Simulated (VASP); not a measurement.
Write the native input for VASP 6.6.1 that does the following.

| Quantity | Value |
| --- | --- |
| Task | single point |
| Functional | PBEsol |
| Potentials or basis | VASP PAW PBE potentials, release 64 (Be) |
| Cutoff | 520 eV |
| k mesh | 27 × 27 × 16 |
| Occupations | gaussian, width 0.1 eV |
| Spin | no spin polarisation |
| Dipole correction | no |
| Further INCAR settings | ALGO = Fast; EDIFF = 1e-06; NBANDS = 9 |

The structure of Be lies in POSCAR:

```
Be
1.0
    2.2573963947      0.0000000000      0.0000000000
   -1.1286981974      1.9549626242      0.0000000000
    0.0000000000      0.0000000000      3.5522788038
Be
2
Direct
    0.6666666667      0.3333333333      0.7500000000
    0.3333333333      0.6666666667      0.2500000000
```

These files were run (other wordings do the same):

INCAR

```
PREC = Accurate
ENCUT = 520
EDIFF = 1E-6
ISMEAR = 0
SIGMA = 0.1
LREAL = False
LASPH = True
NELM = 60
ALGO = Fast
ISIF = 2
LWAVE = False
LCHARG = False
GGA = PS
NBANDS = 9
```

KPOINTS

```
regular mesh
0
Gamma
  27 27 16
```

Potentials or basis: VASP PAW PBE potentials, release 64 (Be).

Command:

```bash
$ cat potpaw_PBE.64/Be/POTCAR > POTCAR
$ mpirun -np 1 vasp_std > vasp.out
```

It gave:

The pressure is 0.4 GPa and the band gap on the k mesh is zero (band 2 reaches 8.12 eV, above the bottom of band 3 at 5.98 eV).

Caveat: the PAW data sets were made with another functional, which shifts forces and pressure a little.

It took 63 s on 1 thread of Intel(R) Xeon(R) Platinum 8259CL CPU @ 2.50GHz (Skylake/Cascade Lake) (shared host), peak memory 0.19 GiB.
